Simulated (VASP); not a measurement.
# Lu (P6_3/mmc) in VASP: further runs

Lu is run at these levels: PBEsol; tasks: single point.

Everything below comes from runs of VASP 6.6.1. Logs are shortened: lines on timing, memory, paths and dates and some standing lists are left out, and cuts for length are marked.

## (1) The cell of the first run

It takes space group P6_3/mmc (No. 194, hexagonal). The conventional cell has a = 3.421 Å, b = 3.421 Å, c = 5.421 Å, α = 90.00°, β = 90.00°, γ = 120.00°. Within 4.4 Å of Lu (site symmetry -6m2) lie 12 Lu at 3.35 to 3.42 Å.

## (2) Single point, PBEsol

INCAR reads:

```
ALGO = Normal
EDIFF = 1E-7
ENCUT = 520
GGA = PS
ISIF = 2
ISMEAR = 1
LASPH = T
LCHARG = T
LELF = T
LREAL = F
LVHAR = T
LWAVE = F
NBANDS = 32
NELM = 80
PREC = Accurate
SIGMA = 0.05
```

KPOINTS reads:

```
k-points
0
Gamma
  7 7 4
```

POSCAR reads:

```
Lu
1.0
    3.4214091507      0.0000000000      0.0000000000
   -1.7107045753      2.9630272412      0.0000000000
    0.0000000000      0.0000000000      5.4214549334
Lu
2
Direct
    0.3333333333      0.6666666667      0.2500000000
    0.6666666667      0.3333333333      0.7500000000
```

Potentials or basis: VASP PAW PBE potentials, release 64 (Lu).

The run is started by

```
$ cat potpaw_PBE.64/Lu/POTCAR > POTCAR
$ mpirun -np 1 vasp_std > vasp.out
```

OUTCAR:

```text
EDIFF = 1E-7
   ENCUT = 520
   GGA = PS
   ISIF = 2
   ISMEAR = 1
   LASPH = T
   LREAL = F
   NELM = 80
   PREC = Accurate

 ion  position               nearest neighbor table
   1  0.333  0.667  0.250-   2 3.35   2 3.35   2 3.35   2 3.35   2 3.35   2 3.35
   2  0.667  0.333  0.750-   1 3.35   1 3.35   1 3.35   1 3.35   1 3.35   1 3.35

  LATTYP: Found a hexagonal cell.
 ALAT       =     3.4214091507
 C/A-ratio  =     1.5845678475

  Lattice vectors:

 A1 = (   3.4214091507,   0.0000000000,   0.0000000000)
 A2 = (  -1.7107045753,   2.9630272412,   0.0000000000)
 A3 = (   0.0000000000,   0.0000000000,   5.4214549334)

Analysis of symmetry for initial positions (statically):
=====================================================================
 Subroutine PRICEL returns:
 Original cell was already a primitive cell.

 Routine SETGRP: Setting up the symmetry group for a
 hexagonal supercell.

 Subroutine GETGRP returns: Found 24 space group operations
 (whereof 12 operations were pure point group operations)
 out of a pool of 24 trial point group operations.

The static configuration has the point symmetry D_3d.
 The point group associated with its full space group is D_6h.

Analysis of symmetry for dynamics (positions and initial velocities):
=====================================================================
 Subroutine PRICEL returns:
 Original cell was already a primitive cell.

 Routine SETGRP: Setting up the symmetry group for a
 hexagonal supercell.

 Subroutine GETGRP returns: Found 24 space group operations
 (whereof 12 operations were pure point group operations)
 out of a pool of 24 trial point group operations.

The dynamic configuration has the point symmetry D_3d.
 The point group associated with its full space group is D_6h.

 Subroutine INISYM returns: Found 24 space group operations
 (whereof 12 operations are pure point group operations),
 and found     1 'primitive' translations

----------------------------------------------------------------------------------------

                                     Primitive cell

  volume of cell :      54.9612

[... 78 lines left out ...]
   PREC   = accura    normal or accurate (medium, high low for compatibility)
   ISTART =      0    job   : 0-new  1-cont  2-samecut
   ICHARG =      2    charge: 1-file 2-atom 10-const
   ISPIN  =      1    spin polarized calculation?
   LNONCOLLINEAR =      F non collinear calculations
   LSORBIT =      F    spin-orbit coupling
   LASPH  =      T    aspherical Exc in radial PAW
   ENCUT  =  520.0 eV  38.22 Ry    6.18 a.u.   6.36  6.36 10.08*2*pi/ulx,y,z
   NELM   =     80;   NELMIN=  2; NELMDL= -5     # of ELM steps
   EDIFF  = 0.1E-06   stopping-criterion for ELM
   LREAL  =      F    real-space projection
   EDIFFG = 0.1E-05   stopping-criterion for IOM
   NSW    =      0    number of steps for IOM
   IBRION =     -1    ionic relax: 0-MD 1-quasi-New 2-CG
   NFREE  =      0    steps in history (QN), initial steepest desc. (CG)
   ISIF   =      2    stress and relaxation
   ISYM   =      2    0-nonsym 1-usesym 2-fastsym
   POTIM  = 0.5000    time-step for ionic-motion
   TEBEG  =    0.0;   TEEND  =   0.0 temperature during run
   PSTRESS=    0.0 pullay stress
   NELECT =      50.0000    total number of electrons
   NUPDOWN=      -1.0000    fix difference up-down
   EMIN   =  10.00;   EMAX   =-10.00  energy-range for DOS
   EFERMI =   0.00;   METHOD = LEGACY
   ISMEAR =     1;   SIGMA  =   0.05  broadening in eV -4-tet -1-fermi 0-gaus
   EFERMI_NEDOS =   21; number of points for ismear=-14 and -15
   IALGO  =     38    algorithm
   IMIX   =      4    mixing-type and parameters
     AMIX     =   0.40;   BMIX     =  1.00
     AMIX_MAG =   1.60;   BMIX_MAG =  1.00
  volume/ion in A,a.u.               =      27.48       185.45
  Fermi-wavevector in a.u.,A,eV,Ry     =   1.586278  2.997631 34.236044  2.516278
  Thomas-Fermi vector in A             =   2.685614
   LORBIT       =      0    0 simple, 1 ext, 2 COOP (PROOUT), +10 PAW based schemes
   GGA     = PS    functional components
   LHFCALC =     F    Hartree Fock is set to
   AEXX    =    0.0000 exact exchange contribution
   IVDW    =     0    specifies the selected vdW correction
   LEPSILON=     F    determine dielectric tensor
   LRPA    =     F    only Hartree local field effects (RPA)
 non-spin polarized calculation
 Methfessel and Paxton  Order N= 1 SIGMA  =   0.05
  energy-cutoff  :      520.00
  volume of cell :       54.96
 maximum number of plane-waves:      1496
 NGX is ok and might be reduce to    28
   NGX = 13   NGY = 13   NGZ = 21

 number of electron      50.0000020 magnetization

 Free energy of the ion-electron system (eV)
  ---------------------------------------------------
  ext. energy  EPLUGINS =         0.00000000
  ---------------------------------------------------
  free energy    TOTEN  =        -9.91281619 eV

  energy without entropy =       -9.91226134  energy(sigma->0) =       -9.91263124

 E-fermi :   2.2995     XC(G=0): -11.0601

 val. band max:        2.2660294355   @ k =   0.4286  -0.0000   0.2500
 cond. band min:       2.3052236544   @ k =   0.2857   0.2857   0.5000
 fundamental gap:      0.0391942190
 Fermi energy:         2.2995168201

 k-point     1 :       0.0000    0.0000    0.0000
  band No.  band energies     occupation
      1     -53.7490      2.00000
      2     -53.7049      2.00000
      3     -24.7428      2.00000
      4     -24.2349      2.00000
      5     -24.2349      2.00000
      6     -24.1400      2.00000
[... 829 lines left out ...]
     31       8.2307      0.00000
     32       8.2307      0.00000

------------------------ aborting loop because EDIFF is reached ----------------------------------------

  FORCE on cell =-STRESS in cart. coord.  units (eV):
  Direction    XX          YY          ZZ          XY          YZ          ZX
  --------------------------------------------------------------------------------------
  -------------------------------------------------------------------------------------
  Total        0.2554086      0.2554086     -0.3717677      0.0000000      0.0000000     -0.0000000
  in kB        7.4454274      7.4454274    -10.8374166      0.0000000      0.0000000     -0.0000000
  external PRESSURE =       1.3511460 kB  Pullay stress =       0.0000000 kB

 VOLUME and BASIS-vectors are now :
 -----------------------------------------------------------------------------
  energy-cutoff  :      520.00
  volume of cell :       54.96
      direct lattice vectors                 reciprocal lattice vectors
     3.421409151  0.000000000  0.000000000     0.292277233  0.168746339  0.000000000
    -1.710704575  2.963027241  0.000000000     0.000000000  0.337492678  0.000000000
     0.000000000  0.000000000  5.421454933     0.000000000  0.000000000  0.184452331

 POSITION                                       TOTAL-FORCE (eV/Angst)
 -----------------------------------------------------------------------------------
     -0.00000      1.97535      1.35536         0.000000      0.000000      0.000000
      1.71070      0.98768      4.06609        -0.000000     -0.000000      0.000000
 -----------------------------------------------------------------------------------
    total drift:                               -0.000000      0.000000     -0.000000

  FREE ENERGIE OF THE ION-ELECTRON SYSTEM (eV)
  ---------------------------------------------------
  free  energy   TOTEN  =        -9.9128161914 eV

  energy  without entropy=       -9.9122613372  energy(sigma->0) =       -9.91263124
```

OSZICAR:

```text
N       E                     dE             d eps       ncg     rms          rms(c)
DAV:   1     0.246773320568E+03    0.24677E+03   -0.18967E+04  2232   0.507E+03
DAV:   2     0.214235307895E+02   -0.22535E+03   -0.21627E+03  1648   0.571E+02
DAV:   3    -0.704517446788E+01   -0.28469E+02   -0.27953E+02  2176   0.120E+02
DAV:   4    -0.100489152303E+02   -0.30037E+01   -0.29820E+01  2440   0.260E+01
DAV:   5    -0.101282998839E+02   -0.79385E-01   -0.79372E-01  2320   0.463E+00    0.490E+00
DAV:   6    -0.994909786968E+01    0.17920E+00   -0.59808E-01  2416   0.105E+01    0.214E+00
DAV:   7    -0.991621336560E+01    0.32885E-01   -0.10011E-01  2200   0.189E+00    0.495E-01
DAV:   8    -0.991257401051E+01    0.36394E-02   -0.16008E-02  2472   0.931E-01    0.153E-01
DAV:   9    -0.991284034034E+01   -0.26633E-03   -0.21144E-03  2000   0.328E-01    0.150E-01
DAV:  10    -0.991281684395E+01    0.23496E-04   -0.41131E-04  2360   0.192E-01    0.114E-02
DAV:  11    -0.991281672142E+01    0.12253E-06   -0.21705E-05  2160   0.334E-02    0.548E-03
DAV:  12    -0.991281626089E+01    0.46053E-06   -0.18766E-06  2152   0.126E-02    0.669E-04
DAV:  13    -0.991281619140E+01    0.69489E-07   -0.38075E-08  1184   0.194E-03
   1 F= -.99128162E+01 E0= -.99126312E+01  d E =-.554854E-03
```

stdout:

```text
POSCAR found type information on POSCAR Lu
 POSCAR found :  1 types and       2 ions
 scaLAPACK will be used
 -----------------------------------------------------------------------------
|                                                                             |
|                                                                             |
|     You enforced a specific xc type in the INCAR file but a different       |
|     I HOPE YOU KNOW WHAT YOU ARE DOING!                                     |
|                                                                             |
 -----------------------------------------------------------------------------

 LDA part: xc-table for (Slater+PW92), standard interpolation
 POSCAR, INCAR and KPOINTS ok, starting setup
 FFT: planning ... GRIDC
 FFT: planning ... GRID_SOFT
 FFT: planning ... GRID
 WAVECAR not read
 entering main loop
```

Run time: 45 s. Hardware: 1 thread of Intel Xeon Platinum 8559C (Emerald Rapids), shared host; peak memory 0.19 GiB.

What came out:

* Free energy: -9.9128 eV
* Pressure: 0.1 GPa
* Band gap on the k mesh: zero (bands 25 and 26 overlap by 1.72 eV)

Caveat: the PAW data sets were made with another functional, which shifts forces and pressure a little; spin-orbit coupling is left out, which moves the levels of the heavy elements.

(Part 1 of 2 ends here.)
